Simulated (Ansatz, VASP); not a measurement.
**Two plane-wave programs on CoO**

Contents of INCAR:

```
ALGO     = Normal         # electronic algorithm
EDIFF    = 1E-7           # SCF threshold, eV
ENCUT    = 520            # plane-wave cutoff, eV
GGA      = PE             # functional
ISIF     = 2              # what is computed and relaxed
ISMEAR   = -1             # smearing method
ISPIN    = 2              # spin polarisation
LASPH    = T              # aspherical terms in the spheres
LCHARG   = T              # write CHGCAR
LELF     = T              # ELF
LMAXMIX  = 4              # l up to which the mixer works
LORBIT   = 11             # projections on sites
LREAL    = F              # projectors in reciprocal space
LVHAR    = T            
LWAVE    = F              # write WAVECAR
MAGMOM   = 1.5 1.5 0 0    # initial moments
NBANDS   = 27             # bands
NELM     = 150            # most SCF steps
NUPDOWN  = 3.0            # fixed moment
PREC     = Accurate       # precision mode
SIGMA    = 0.05           # smearing width, eV
```

The input KPOINTS:

```
k-points
0
Gamma
  8 8 5
```

Contents of POSCAR:

```
CoO
1.0
    3.1976457435      0.0000000000      0.0000000000
   -1.5988228718      2.7692424462      0.0000000000
    0.0000000000      0.0000000000      5.2287097100
Co O
2 2
Direct
    0.3333333333      0.6666666667      0.5033624100
    0.0000000000      0.0000000000      0.0034741400
    0.3333333333      0.6666666667      0.8715556000
    0.0000000000      0.0000000000      0.3716088500
```

Contents of input.yaml:

```yaml
crystal:
  lattice:
    - [3.1976457435, 0.0, 0.0]
    - [-1.5988228718, 2.7692424462, 0.0]
    - [0.0, 0.0, 5.22870971]
  atoms:
    - { symbol: Co, position: [0.3333333333, 0.6666666667, 0.50336241], spin: 1.5 }
    - { symbol: Co, position: [0.0, 0.0, 0.00347414], spin: 1.5 }
    - { symbol: O, position: [0.3333333333, 0.6666666667, 0.8715556] }
    - { symbol: O, position: [0.0, 0.0, 0.37160885] }
hamiltonian:
  xc: pbe
  pseudopotentials: { kind: paw }
magnetization:
  spin_polarized: true
  initial_magnetization: 3.0
  spin_locking: { lock_magnetization: hard }
kpoints:
  mp_grid: { grid: [8, 8, 5] }
scf:
  occupations: { method: fermi_dirac, width: 0.05 }
  lower_state_search: "off"
output:
  forces: true
  stress: true
  eigenvalues: true
```

Alike in both runs: task single point; functional PBE; k mesh 8 × 8 × 5; occupations fermi-dirac, width 0.05 eV; collinear spin; fixed moment 3 μB.

```csv
,VASP,Ansatz
version,VASP 6.6.1,Ansatz 0.2.0
potentials or method,"VASP PAW PBE potentials, release 64 (Co, O)",Ansatz PAW
plane-wave cutoff (eV),520,420
valence electrons in the cell,30,46
```

Ansatz gave:

```
pressure (GPa)                                                : -10.9
traceless stress, the component that is largest in VASP (GPa) : 5.60
rms of the force components (eV/Å)                            : 0.097
net moment per atom (μB)                                      : 0.75
size of the moment on the site where the two differ most (μB) : 1.28
```

Q: Which values does VASP return?

A: Pressure (GPa): -10.8; traceless stress, the component that is largest in VASP (GPa): 5.48; rms of the force components (eV/Å): 0.102; net moment per atom (μB): 0.75; size of the moment on the site where the two differ most (μB): 1.38.

Site moments also hang on the region over which each program counts them. Atom by atom the forces differ by 0.005 eV/Å (rms over components). VASP's potentials hold 30 valence electrons a cell and Ansatz's 46, so a difference there can come from the potentials and not from the codes.
